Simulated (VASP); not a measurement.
# Hg (Fm-3m) in VASP: single point with PBEsol

Aim: the single point of Hg with PBEsol.

Program: VASP 6.6.1. These are calculated values, not measurements. Logs are shortened: lines on timing, memory, paths and dates and some standing lists are left out, and cuts for length are marked.

### Step 1. The cell of the first run

It takes space group Fm-3m (No. 225, cubic). Conventional cell: a = 4.537 Å, b = 4.537 Å, c = 4.537 Å, α = 90.00°, β = 90.00°, γ = 90.00°. Within 4.2 Å of Hg (site symmetry m-3m) lie 12 Hg at 3.21 Å.

### Step 2. Single point, PBEsol

Input file INCAR:

```
SYSTEM = Hg
ALGO = Normal
EDIFF = 1E-7
ENCUT = 520
GGA = PS
ISIF = 2
ISMEAR = -1
LASPH = .True.
LCHARG = .False.
LREAL = .False.
LWAVE = .False.
NBANDS = 12
NELM = 60
PREC = Accurate
SIGMA = 0.13605693000000002
```

Input file KPOINTS:

```
k-points
0
Gamma
  12 12 12
  0 0 0
```

Input file POSCAR:

```
Hg
1.0
    0.0000000000      2.2684734249      2.2684734249
    2.2684734249      0.0000000000      2.2684734249
    2.2684734249      2.2684734249      0.0000000000
Hg
1
Direct
    0.0000000000      0.0000000000      0.0000000000
```

Potentials or basis: VASP PAW PBE potentials, release 64 (Hg).

Launch:

```bash
$ cat potpaw_PBE.64/Hg/POTCAR > POTCAR
$ mpirun -np 1 vasp_std > vasp.out
```

OUTCAR:

```text
SYSTEM = Hg
   EDIFF = 1E-7
   ENCUT = 520
   GGA = PS
   ISIF = 2
   ISMEAR = -1
   LASPH = .True.
   LREAL = .False.
   NELM = 60
   PREC = Accurate

 ion  position               nearest neighbor table
   1  0.000  0.000  0.000-

  LATTYP: Found a face centered cubic cell.
 ALAT       =     4.5369468498

  Lattice vectors:

 A1 = (   0.0000000000,   2.2684734249,   2.2684734249)
 A2 = (   2.2684734249,   0.0000000000,   2.2684734249)
 A3 = (   2.2684734249,   2.2684734249,   0.0000000000)

Analysis of symmetry for initial positions (statically):
=====================================================================
 Subroutine PRICEL returns:
 Original cell was already a primitive cell.

 Routine SETGRP: Setting up the symmetry group for a
 face centered cubic supercell.

 Subroutine GETGRP returns: Found 48 space group operations
 (whereof 48 operations were pure point group operations)
 out of a pool of 48 trial point group operations.

The static configuration has the point symmetry O_h .

Analysis of symmetry for dynamics (positions and initial velocities):
=====================================================================
 Subroutine PRICEL returns:
 Original cell was already a primitive cell.

 Routine SETGRP: Setting up the symmetry group for a
 face centered cubic supercell.

 Subroutine GETGRP returns: Found 48 space group operations
 (whereof 48 operations were pure point group operations)
 out of a pool of 48 trial point group operations.

The dynamic configuration has the point symmetry O_h .

 Subroutine INISYM returns: Found 48 space group operations
 (whereof 48 operations are pure point group operations),
 and found     1 'primitive' translations

----------------------------------------------------------------------------------------

                                     Primitive cell

  volume of cell :      23.3470

  direct lattice vectors                    reciprocal lattice vectors
     0.000000000  2.268473425  2.268473425    -0.220412545  0.220412545  0.220412545
     2.268473425  0.000000000  2.268473425     0.220412545 -0.220412545  0.220412545
     2.268473425  2.268473425  0.000000000     0.220412545  0.220412545 -0.220412545

  length of vectors
     3.208105883  3.208105883  3.208105883     0.381765726  0.381765726  0.381765726

  position of ions in fractional coordinates (direct lattice)
     0.000000000  0.000000000  0.000000000

  ion indices of the primitive-cell ions
   primitive index   ion index
                 1           1

----------------------------------------------------------------------------------------

 KPOINTS: k-points

Automatic generation of k-mesh.
 Grid dimensions read from file:
 generate k-points for:   12   12   12

 Generating k-lattice:

  Cartesian coordinates                     Fractional coordinates (reciprocal lattice)
    -0.018367712  0.018367712  0.018367712     0.083333333  0.000000000  0.000000000
     0.018367712 -0.018367712  0.018367712     0.000000000  0.083333333  0.000000000
     0.018367712  0.018367712 -0.018367712     0.000000000  0.000000000  0.083333333

  Length of vectors
     0.031813810  0.031813810  0.031813810

  Shift w.r.t. Gamma in fractional coordinates (k-lattice)
     0.000000000  0.000000000  0.000000000

 Subroutine IBZKPT returns following result:
 ===========================================

 Found     72 irreducible k-points:

 Following reciprocal coordinates:
            Coordinates               Weight
  0.000000  0.000000  0.000000      1.000000
  0.083333  0.000000  0.000000      8.000000
  0.166667  0.000000  0.000000      8.000000
  0.250000  0.000000  0.000000      8.000000
  0.333333  0.000000  0.000000      8.000000
  0.416667  0.000000  0.000000      8.000000
[... 16 lines left out ...]
  0.500000  0.166667  0.000000     24.000000
 -0.416667  0.166667  0.000000     24.000000
 [... further k-points ...]
   k-points           NKPTS =     72   k-points in BZ     NKDIM =     72   number of bands    NBANDS=     12
   number of dos      NEDOS =    301   number of ions     NIONS =      1
   total plane-waves  NPLWV =  13824
   dimension x,y,z NGX =    24 NGY =   24 NGZ =   24
   dimension x,y,z NGXF=    48 NGYF=   48 NGZF=   48
   ions per type =               1
   NGX,Y,Z   is equivalent  to a cutoff of  12.44, 12.44, 12.44 a.u.
   NGXF,Y,Z  is equivalent  to a cutoff of  24.87, 24.87, 24.87 a.u.
 SYSTEM =  Hg
   PREC   = accura    normal or accurate (medium, high low for compatibility)
   ISTART =      0    job   : 0-new  1-cont  2-samecut
   ICHARG =      2    charge: 1-file 2-atom 10-const
   ISPIN  =      1    spin polarized calculation?
   LNONCOLLINEAR =      F non collinear calculations
   LSORBIT =      F    spin-orbit coupling
   LASPH  =      T    aspherical Exc in radial PAW
   ENCUT  =  520.0 eV  38.22 Ry    6.18 a.u.   5.96  5.96  5.96*2*pi/ulx,y,z
   NELM   =     60;   NELMIN=  2; NELMDL= -5     # of ELM steps
   EDIFF  = 0.1E-06   stopping-criterion for ELM
   LREAL  =      F    real-space projection
   EDIFFG = 0.1E-05   stopping-criterion for IOM
   NSW    =      0    number of steps for IOM
   IBRION =     -1    ionic relax: 0-MD 1-quasi-New 2-CG
   NFREE  =      0    steps in history (QN), initial steepest desc. (CG)
   ISIF   =      2    stress and relaxation
   ISYM   =      2    0-nonsym 1-usesym 2-fastsym
   POTIM  = 0.5000    time-step for ionic-motion
   TEBEG  =    0.0;   TEEND  =   0.0 temperature during run
   PSTRESS=    0.0 pullay stress
   NELECT =      12.0000    total number of electrons
   NUPDOWN=      -1.0000    fix difference up-down
   EMIN   =  10.00;   EMAX   =-10.00  energy-range for DOS
   EFERMI =   0.00;   METHOD = LEGACY
   ISMEAR =    -1;   SIGMA  =   0.14  broadening in eV -4-tet -1-fermi 0-gaus
   EFERMI_NEDOS =   21; number of points for ismear=-14 and -15
   IALGO  =     38    algorithm
   IMIX   =      4    mixing-type and parameters
     AMIX     =   0.40;   BMIX     =  1.00
     AMIX_MAG =   1.60;   BMIX_MAG =  1.00
  volume/ion in A,a.u.               =      23.35       157.55
  Fermi-wavevector in a.u.,A,eV,Ry     =   1.311369  2.478128 23.397782  1.719688
  Thomas-Fermi vector in A             =   2.441835
   LORBIT       =      0    0 simple, 1 ext, 2 COOP (PROOUT), +10 PAW based schemes
   GGA     = PS    functional components
   LHFCALC =     F    Hartree Fock is set to
   AEXX    =    0.0000 exact exchange contribution
   IVDW    =     0    specifies the selected vdW correction
   LEPSILON=     F    determine dielectric tensor
   LRPA    =     F    only Hartree local field effects (RPA)
 non-spin polarized calculation
  energy-cutoff  :      520.00
  volume of cell :       23.35
 maximum number of plane-waves:       642
   NGX = 11   NGY = 11   NGZ = 11

 number of electron      12.0000002 magnetization

 Free energy of the ion-electron system (eV)
  ---------------------------------------------------
  ext. energy  EPLUGINS =         0.00000000
  ---------------------------------------------------
  free energy    TOTEN  =        -0.55674379 eV

  energy without entropy =       -0.53913046  energy(sigma->0) =       -0.54793713

 E-fermi :   2.5784     XC(G=0): -11.1129

 val. band max:        2.5572855991   @ k =  -0.4167   0.1667   0.0000
 cond. band min:       2.6495102100   @ k =  -0.3333   0.4167   0.0833
 fundamental gap:      0.0922246109
 Fermi energy:         2.5784138363

 k-point     1 :       0.0000    0.0000    0.0000
  band No.  band energies     occupation
      1      -6.5500      2.00000
      2      -4.3752      2.00000
      3      -4.3752      2.00000
      4      -4.3752      2.00000
      5      -3.7148      2.00000
      6      -3.7148      2.00000
      7      16.1812      0.00000
      8      17.4443      0.00000
      9      17.4443      0.00000
     10      17.4443      0.00000
     11      21.4566      0.00000
     12      22.7520      0.00000

 k-point     2 :       0.0833    0.0000    0.0000
  band No.  band energies     occupation
      1      -6.3718      2.00000
      2      -4.3963      2.00000
      3      -4.3352      2.00000
      4      -4.3352      2.00000
      5      -3.7254      2.00000
      6      -3.7254      2.00000
      7      15.4105      0.00000
      8      16.4570      0.00000
      9      17.3583      0.00000
     10      17.3583      0.00000
     11      21.4802      0.00000
     12      22.7168      0.00000

 k-point     3 :       0.1667    0.0000    0.0000
  band No.  band energies     occupation
      1      -5.8920      2.00000
      2      -4.3908      2.00000
      3      -4.2555      2.00000
      4      -4.2555      2.00000
      5      -3.7198      2.00000
      6      -3.7198      2.00000
      7      12.3865      0.00000
      8      16.5383      0.00000
      9      17.0641      0.00000
     10      17.0641      0.00000
     11      20.6544      0.00000
     12      22.1744      0.00000

 k-point     4 :       0.2500    0.0000    0.0000
  band No.  band energies     occupation
      1      -5.4265      2.00000
      2      -4.2371      2.00000
      3      -4.2371      2.00000
      4      -4.0095      2.00000
      5      -3.6090      2.00000
      6      -3.6090      2.00000
      7       9.2308      0.00000
      8      16.3884      0.00000
      9      16.5278      0.00000
     10      16.5278      0.00000
     11      20.3084      0.00000
     12      21.4356      0.00000

 k-point     5 :       0.3333    0.0000    0.0000
  band No.  band energies     occupation
      1      -5.3388      2.00000
      2      -4.2921      2.00000
      3      -4.2921      2.00000
      4      -3.4093      2.00000
      5      -3.4093      2.00000
      6      -2.8518      2.00000
      7       6.2211      0.00000
      8      15.8671      0.00000
      9      15.8671      0.00000
     10      15.9552      0.00000
     11      20.4880      0.00000
     12      20.9587      0.00000
[... 228 lines left out ...]
      1      -5.0173      2.00000
      2      -4.4930      2.00000
      3      -4.2192      2.00000
      4      -3.9807      2.00000
      5      -3.3358      2.00000
      6      -2.8407      2.00000
      7       8.6102      0.00000
      8      13.1916      0.00000
      9      13.9471      0.00000
     10      15.4618      0.00000
     11      19.1243      0.00000
     12      23.3518      0.00000

 k-point    22 :       0.4167    0.1667    0.0000
  band No.  band energies     occupation
      1      -5.0714      2.00000
      2      -4.4057      2.00000
      3      -4.0510      2.00000
      4      -4.0388      2.00000
      5      -3.1854      2.00000
      6      -1.5080      2.00000
      7       5.7501      0.00000
      8      12.6628      0.00000
      9      12.9843      0.00000
     10      15.2594      0.00000
     11      21.4960      0.00000
     12      22.8893      0.00000

 k-point    23 :       0.5000    0.1667    0.0000
  band No.  band energies     occupation
      1      -5.1050      2.00000
      2      -4.4691      2.00000
      3      -4.0990      2.00000
      4      -3.7778      2.00000
      5      -3.1455      2.00000
      6       0.2459      2.00000
      7       3.2070      0.01951
      8      11.6059      0.00000
      9      13.2163      0.00000
     10      15.2259      0.00000
     11      22.3746      0.00000
     12      22.7538      0.00000

 k-point    24 :      -0.4167    0.1667    0.0000
  band No.  band energies     occupation
      1      -5.0809      2.00000
      2      -4.4791      2.00000
      3      -4.1280      2.00000
      4      -3.6565      2.00000
      5      -3.2496      2.00000
      6       0.8236      1.99999
      7       2.5573      1.07749
      8      10.8954      0.00000
      9      13.9234      0.00000
     10      15.4024      0.00000
     11      21.8197      0.00000
     12      22.3675      0.00000

 [... further k-points ...]

------------------------ aborting loop because EDIFF is reached ----------------------------------------

  FORCE on cell =-STRESS in cart. coord.  units (eV):
  Direction    XX          YY          ZZ          XY          YZ          ZX
  --------------------------------------------------------------------------------------
  -------------------------------------------------------------------------------------
  Total        0.0529514      0.0529514      0.0529514      0.0000000     -0.0000000     -0.0000000
  in kB        3.6337680      3.6337680      3.6337680      0.0000000     -0.0000000     -0.0000000
  external PRESSURE =       3.6337680 kB  Pullay stress =       0.0000000 kB

 VOLUME and BASIS-vectors are now :
 -----------------------------------------------------------------------------
  energy-cutoff  :      520.00
  volume of cell :       23.35
      direct lattice vectors                 reciprocal lattice vectors
     0.000000000  2.268473425  2.268473425    -0.220412545  0.220412545  0.220412545
     2.268473425  0.000000000  2.268473425     0.220412545 -0.220412545  0.220412545
     2.268473425  2.268473425  0.000000000     0.220412545  0.220412545 -0.220412545

 POSITION                                       TOTAL-FORCE (eV/Angst)
 -----------------------------------------------------------------------------------
      0.00000      0.00000      0.00000         0.000000      0.000000      0.000000
 -----------------------------------------------------------------------------------
    total drift:                                0.000000      0.000000      0.000000

  FREE ENERGIE OF THE ION-ELECTRON SYSTEM (eV)
  ---------------------------------------------------
  free  energy   TOTEN  =        -0.5567437941 eV

  energy  without entropy=       -0.5391304618  energy(sigma->0) =       -0.54793713
```

Run time: 8.6 s. Hardware: 1 thread of Intel Xeon Platinum 8488C (Sapphire Rapids), shared host; peak memory 0.15 GiB.

Results:

```yaml
Free_energy: -0.5567 eV
Pressure: 0.4 GPa
Band_gap_on_the_k_mesh: zero (band 6 reaches 3.01 eV, above the bottom of band 7 at 1.05 eV)
```

Caveat: the PAW data sets were made with another functional, which shifts forces and pressure a little; spin-orbit coupling is left out, which moves the levels of the heavy elements.
